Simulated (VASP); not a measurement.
Write the native input for VASP 6.6.1 that does the following.

| Quantity | Value |
| --- | --- |
| Task | single point |
| Functional | PBEsol |
| Potentials or basis | VASP PAW PBE potentials, release 64 (Rh_pv) |
| Cutoff | 520 eV |
| k mesh | 9 × 9 × 5 |
| Occupations | fermi-dirac, width 0.05 eV |
| Spin | no spin polarisation |
| Dipole correction | no |
| Further INCAR settings | ALGO = Normal; EDIFF = 1e-07; NBANDS = 22 |

The structure of Rh lies in POSCAR:

```
Rh
1.0
    2.7309790422      0.0000000000      0.0000000000
   -1.3654895211      2.3650972278      0.0000000000
    0.0000000000      0.0000000000      4.3842041100
Rh
2
Direct
    0.3333333333      0.6666666667      0.2500000000
    0.6666666667      0.3333333333      0.7500000000
```

These files were run (other wordings do the same):

INCAR

```
SYSTEM = Rh
  PREC = Accurate
  ENCUT = 520
  EDIFF = 1E-7
  ISMEAR = -1
  SIGMA = 0.05
  LREAL = .False.
  LASPH = .True.
  NELM = 60
  ALGO = Normal
  ISIF = 2
  LWAVE = .False.
  LCHARG = .False.
  GGA = PS
  NBANDS = 22
```

KPOINTS

```
regular mesh
0
Gamma
  9 9 5
  0 0 0
```

Potentials or basis: VASP PAW PBE potentials, release 64 (Rh_pv).

Command:

```sh
$ cat potpaw_PBE.64/Rh_pv/POTCAR > POTCAR
$ mpirun -np 1 vasp_std > vasp.out
```

It gave:

```json
{
  "Pressure": "-11.4 GPa",
  "Band gap on the k mesh": "zero (band 15 reaches 11.87 eV, above the bottom of band 16 at 9.89 eV)"
}
```

Caveat: the PAW data sets were made with another functional, which shifts forces and pressure a little.

It took 14 s on 1 thread of Intel(R) Xeon(R) Platinum 8488C (Sapphire Rapids), with other jobs on the host, peak memory 0.15 GiB.
